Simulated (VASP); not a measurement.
Here is a VASP 6.6.1 calculation.

The input INCAR:

```
SYSTEM = Ti
PREC     = Accurate       ! precision mode
ENCUT    = 520            ! plane-wave cutoff, eV
EDIFF    = 1E-7           ! SCF threshold, eV
ISMEAR   = 0              ! smearing method
SIGMA    = 0.1            ! smearing width, eV
LREAL    = .False.        ! projectors in reciprocal space
LASPH    = .True.         ! aspherical terms in the spheres
NELM     = 60             ! most SCF steps
ALGO     = Fast           ! electronic algorithm
ISIF     = 2              ! what is computed and relaxed
LWAVE    = .False.        ! write WAVECAR
LCHARG   = .True.         ! write CHGCAR
LELF     = .True.         ! ELF
LVHAR    = .True.       
NBANDS   = 19             ! bands
```

File KPOINTS:

```
regular mesh
0
Gamma
  18 18 10
  0 0 0
```

The input POSCAR:

```
Ti
1.0
    2.8639615636      0.0000000000      0.0000000000
   -1.4319807818      2.4802634695      0.0000000000
    0.0000000000      0.0000000000      4.5347483852
Ti
2
Direct
    0.3333333333      0.6666666667      0.2500000000
    0.6666666667      0.3333333333      0.7500000000
```

Potentials or basis: VASP PAW LDA potentials, release 64 (Ti_sv).

The run is started by

```console
$ cat potpaw_LDA.64/Ti_sv/POTCAR > POTCAR
$ mpirun -np 1 vasp_std > vasp.out
```

(1) What does it give for the pressure?

(2) Estimate the band gap on the k mesh.

Answers

(1) -0.3 GPa.

(2) zero (bands 12 and 13 overlap by 1.15 eV).
